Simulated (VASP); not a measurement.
# Pt (I4/mmm) in VASP: further runs, part 3 of 3

VASP 6.6.1. Earlier steps stand in the parts before.

### 5 Single point, PBE (strain +0.0050 x Voigt [1, 0, 0, 0, 0, 0])

Input file INCAR:

```
ALGO = Fast
EDIFF = 1E-6
ENCUT = 520
GGA = PE
ISIF = 2
ISMEAR = 0
LASPH = T
LCHARG = T
LELF = T
LREAL = F
LVHAR = T
LWAVE = F
NBANDS = 11
NELM = 100
PREC = Accurate
SIGMA = 0.15
```

Input file KPOINTS:

```
k-points
0
Gamma
  26 26 26
```

Input file POSCAR:

```
Pt
1.0
    0.0000000000      1.9850550539      1.9850550539
    1.9949803292      0.0000000000      1.9850550539
    1.9949803292      1.9850550539      0.0000000000
Pt
1
Direct
    0.0000000000      0.0000000000      0.0000000000
```

Potentials or basis: VASP PAW PBE potentials, release 64 (Pt).

The run is started by

```sh
> cat potpaw_PBE.64/Pt/POTCAR > POTCAR
> mpirun -np 1 vasp_std > vasp.out
```

OUTCAR:

```text
EDIFF = 1E-6
   ENCUT = 520
   GGA = PE
   ISIF = 2
   ISMEAR = 0
   LASPH = T
   LREAL = F
   NELM = 100
   PREC = Accurate

 ion  position               nearest neighbor table
   1  0.000  0.000  0.000-

  LATTYP: Found a body centered tetragonal cell.
 ALAT       =     2.8072917793
 C/A-ratio  =     1.4212846302

  Lattice vectors:

 A1 = (   1.9949803292,   0.0000000000,   1.9850550539)
 A2 = (   1.9949803292,   0.0000000000,  -1.9850550539)
 A3 = (  -1.9949803292,   1.9850550539,   0.0000000000)

Analysis of symmetry for initial positions (statically):
=====================================================================
 Subroutine PRICEL returns:
 Original cell was already a primitive cell.

 Routine SETGRP: Setting up the symmetry group for a
 body centered tetragonal supercell.

 Subroutine GETGRP returns: Found 16 space group operations
 (whereof 16 operations were pure point group operations)
 out of a pool of 16 trial point group operations.

The static configuration has the point symmetry D_4h.

Analysis of symmetry for dynamics (positions and initial velocities):
=====================================================================
 Subroutine PRICEL returns:
 Original cell was already a primitive cell.

 Routine SETGRP: Setting up the symmetry group for a
 body centered tetragonal supercell.

 Subroutine GETGRP returns: Found 16 space group operations
 (whereof 16 operations were pure point group operations)
 out of a pool of 16 trial point group operations.

The dynamic configuration has the point symmetry D_4h.

 Subroutine INISYM returns: Found 16 space group operations
 (whereof 16 operations are pure point group operations),
 and found     1 'primitive' translations

----------------------------------------------------------------------------------------

                                     Primitive cell

  volume of cell :      15.7222

  direct lattice vectors                    reciprocal lattice vectors
     0.000000000  1.985055054  1.985055054    -0.250629038  0.251882183  0.251882183
     1.994980329  0.000000000  1.985055054     0.250629038 -0.251882183  0.251882183
     1.994980329  1.985055054  0.000000000     0.250629038  0.251882183 -0.251882183

  length of vectors
     2.807291779  2.814318760  2.814318760     0.435550436  0.435550436  0.435550436

  position of ions in fractional coordinates (direct lattice)
     0.000000000  0.000000000  0.000000000

  ion indices of the primitive-cell ions
   primitive index   ion index
                 1           1

----------------------------------------------------------------------------------------

 KPOINTS: k-points

Automatic generation of k-mesh.
 Grid dimensions read from file:
 generate k-points for:   26   26   26

 Generating k-lattice:

  Cartesian coordinates                     Fractional coordinates (reciprocal lattice)
    -0.009639578  0.009687776  0.009687776     0.038461538  0.000000000  0.000000000
     0.009639578 -0.009687776  0.009687776     0.000000000  0.038461538 -0.000000000
     0.009639578  0.009687776 -0.009687776     0.000000000 -0.000000000  0.038461538

  Length of vectors
     0.016751940  0.016751940  0.016751940

  Shift w.r.t. Gamma in fractional coordinates (k-lattice)
     0.000000000  0.000000000  0.000000000

 Subroutine IBZKPT returns following result:
 ===========================================

 Found   1330 irreducible k-points:

 Following reciprocal coordinates:
            Coordinates               Weight
  0.000000  0.000000  0.000000      1.000000
  0.038462 -0.000000 -0.000000      8.000000
  0.076923 -0.000000 -0.000000      8.000000
  0.115385  0.000000  0.000000      8.000000
  0.153846  0.000000  0.000000      8.000000
  0.192308  0.000000  0.000000      8.000000
[... 16 lines left out ...]
  0.346154  0.038462 -0.000000     16.000000
  0.384615  0.038462  0.000000     16.000000
 [... further k-points ...]
   k-points           NKPTS =   1330   k-points in BZ     NKDIM =   1330   number of bands    NBANDS=     11
   number of dos      NEDOS =    301   number of ions     NIONS =      1
   total plane-waves  NPLWV =  13824
   dimension x,y,z NGX =    24 NGY =   24 NGZ =   24
   dimension x,y,z NGXF=    48 NGYF=   48 NGZF=   48
   ions per type =               1
   NGX,Y,Z   is equivalent  to a cutoff of  14.21, 14.18, 14.18 a.u.
   NGXF,Y,Z  is equivalent  to a cutoff of  28.43, 28.35, 28.35 a.u.
 SYSTEM =  unknown system
   PREC   = accura    normal or accurate (medium, high low for compatibility)
   ISTART =      0    job   : 0-new  1-cont  2-samecut
   ICHARG =      2    charge: 1-file 2-atom 10-const
   ISPIN  =      1    spin polarized calculation?
   LNONCOLLINEAR =      F non collinear calculations
   LSORBIT =      F    spin-orbit coupling
   LASPH  =      T    aspherical Exc in radial PAW
   ENCUT  =  520.0 eV  38.22 Ry    6.18 a.u.   5.22  5.23  5.23*2*pi/ulx,y,z
   NELM   =    100;   NELMIN=  2; NELMDL= -5     # of ELM steps
   EDIFF  = 0.1E-05   stopping-criterion for ELM
   LREAL  =      F    real-space projection
   EDIFFG = 0.1E-04   stopping-criterion for IOM
   NSW    =      0    number of steps for IOM
   IBRION =     -1    ionic relax: 0-MD 1-quasi-New 2-CG
   NFREE  =      0    steps in history (QN), initial steepest desc. (CG)
   ISIF   =      2    stress and relaxation
   ISYM   =      2    0-nonsym 1-usesym 2-fastsym
   POTIM  = 0.5000    time-step for ionic-motion
   TEBEG  =    0.0;   TEEND  =   0.0 temperature during run
   PSTRESS=    0.0 pullay stress
   NELECT =      10.0000    total number of electrons
   NUPDOWN=      -1.0000    fix difference up-down
   EMIN   =  10.00;   EMAX   =-10.00  energy-range for DOS
   EFERMI =   0.00;   METHOD = LEGACY
   ISMEAR =     0;   SIGMA  =   0.15  broadening in eV -4-tet -1-fermi 0-gaus
   EFERMI_NEDOS =   21; number of points for ismear=-14 and -15
   IALGO  =     68    algorithm
   IMIX   =      4    mixing-type and parameters
     AMIX     =   0.40;   BMIX     =  1.00
     AMIX_MAG =   1.60;   BMIX_MAG =  1.00
  volume/ion in A,a.u.               =      15.72       106.10
  Fermi-wavevector in a.u.,A,eV,Ry     =   1.407895  2.660536 26.969036  1.982168
  Thomas-Fermi vector in A             =   2.530108
   LORBIT       =      0    0 simple, 1 ext, 2 COOP (PROOUT), +10 PAW based schemes
   GGA     = PE    functional components
   LHFCALC =     F    Hartree Fock is set to
   AEXX    =    0.0000 exact exchange contribution
   IVDW    =     0    specifies the selected vdW correction
   LEPSILON=     F    determine dielectric tensor
   LRPA    =     F    only Hartree local field effects (RPA)
 non-spin polarized calculation
 RMM-DIIS sequential band-by-band and
 Gauss-broadening in eV      SIGMA  =   0.15
  energy-cutoff  :      520.00
  volume of cell :       15.72
 maximum number of plane-waves:       444
 NGX is ok and might be reduce to    24
   NGX = 11   NGY = 11   NGZ = 11

 number of electron      10.0000001 magnetization

 Free energy of the ion-electron system (eV)
  ---------------------------------------------------
  ext. energy  EPLUGINS =         0.00000000
  ---------------------------------------------------
  free energy    TOTEN  =        -6.10848496 eV

  energy without entropy =       -6.08518042  energy(sigma->0) =       -6.09683269

 E-fermi :  10.4771     XC(G=0): -13.2415

 val. band max:       10.4761341425   @ k =  -0.4615   0.1538   0.0385
 cond. band min:      10.4778119781   @ k =   0.3846   0.2692   0.0385
 fundamental gap:      0.0016778356
 Fermi energy:        10.4770934376

 k-point     1 :       0.0000    0.0000    0.0000
  band No.  band energies     occupation
      1       0.7261      2.00000
      2       6.9043      2.00000
      3       6.9598      2.00000
      4       6.9598      2.00000
      5       8.9203      2.00000
      6       8.9844      2.00000
      7      25.2296      0.00000
      8      29.8811      0.00000
      9      30.0006      0.00000
     10      30.0006      0.00000
     11      35.1554      0.00000

 k-point     2 :       0.0385   -0.0000   -0.0000
  band No.  band energies     occupation
      1       0.7836      2.00000
      2       6.9012      2.00000
      3       6.9605      2.00000
      4       6.9827      2.00000
      5       8.9079      2.00000
      6       8.9712      2.00000
      7      25.3172      0.00000
      8      29.6130      0.00000
      9      30.0131      0.00000
     10      30.0865      0.00000
     11      35.5264      0.00000
[... 295 lines left out ...]
 k-point    24 :       0.3846    0.0385    0.0000
  band No.  band energies     occupation
      1       3.5632      2.00000
      2       7.0038      2.00000
      3       7.0814      2.00000
      4       7.9797      2.00000
      5      10.0074      1.99999
      6      10.1391      1.99856
      7      19.0859      0.00000
      8      25.5294      0.00000
      9      29.9787      0.00000
     10      30.8018      0.00000
     11      36.3584      0.00000

 [... further k-points ...]
[... 5 lines left out ...]
  --------------------------------------------------------------------------------------
  -------------------------------------------------------------------------------------
  Total       -0.1889938     -0.1455553     -0.1455553      0.0000000      0.0000000      0.0000000
  in kB      -19.2594784    -14.8328615    -14.8328615      0.0000000      0.0000000      0.0000000
  external PRESSURE =     -16.3084005 kB  Pullay stress =       0.0000000 kB

 VOLUME and BASIS-vectors are now :
 -----------------------------------------------------------------------------
  energy-cutoff  :      520.00
  volume of cell :       15.72
      direct lattice vectors                 reciprocal lattice vectors
     0.000000000  1.985055054  1.985055054    -0.250629038  0.251882183  0.251882183
     1.994980329  0.000000000  1.985055054     0.250629038 -0.251882183  0.251882183
     1.994980329  1.985055054  0.000000000     0.250629038  0.251882183 -0.251882183

 POSITION                                       TOTAL-FORCE (eV/Angst)
 -----------------------------------------------------------------------------------
      0.00000      0.00000      0.00000         0.000000      0.000000      0.000000
 -----------------------------------------------------------------------------------
    total drift:                               -0.000000     -0.000000     -0.000000

  FREE ENERGIE OF THE ION-ELECTRON SYSTEM (eV)
  ---------------------------------------------------
  free  energy   TOTEN  =        -6.1084849552 eV

  energy  without entropy=       -6.0851804176  energy(sigma->0) =       -6.09683269
```

It took 74 s on 1 thread of Intel Xeon 6975P-C (Granite Rapids), shared host; peak memory 0.34 GiB.

What came out:

```yaml
Free_energy: -6.1085 eV
Pressure: -1.6 GPa
Band_gap_on_the_k_mesh: zero (band 5 reaches 10.96 eV, above the bottom of band 6 at 8.88 eV)
```

Stress tensor (GPa, compression positive):
```
-1.93  0.00  0.00
 0.00 -1.48  0.00
 0.00  0.00 -1.48
```

Caveat: the cell differs from its parent crystal (strain +0.0050 x Voigt [1, 0, 0, 0, 0, 0]); spin-orbit coupling is left out, which moves the levels of the heavy elements.

### 6 The runs side by side

```tsv
cell	further INCAR settings	gap on the mesh (eV)	pressure (GPa)
a = 2.807, b = 2.779, c = 2.779 Å, angles 60.7, 59.7, 59.7°, 1 atom	ALGO = Fast; EDIFF = 1e-07; NBANDS = 11	none	4.9
a = 2.807, b = 2.786, c = 2.786 Å, angles 60.5, 59.8, 59.8°, 1 atom	ALGO = Fast; EDIFF = 1e-07; NBANDS = 11	none	3.5
a = 2.807, b = 2.793, c = 2.793 Å, angles 60.3, 59.8, 59.8°, 1 atom	ALGO = Fast; EDIFF = 1e-06; NBANDS = 11	none	2.1
a = 2.807, b = 2.814, c = 2.814 Å, angles 59.8, 60.1, 60.1°, 1 atom	ALGO = Fast; EDIFF = 1e-06; NBANDS = 11	none	-1.6
```

Alike in all rows: task single point; level PBE; potentials or basis VASP PAW PBE potentials, release 64 (Pt); no spin polarisation; k mesh 26 × 26 × 26; cutoff (eV) 520; smearing gaussian 0.15 eV.

Caveats: spin-orbit coupling is left out, which moves the levels of the heavy elements.

Total energies depend on the potentials used, so only differences within one code and one set of settings carry meaning.
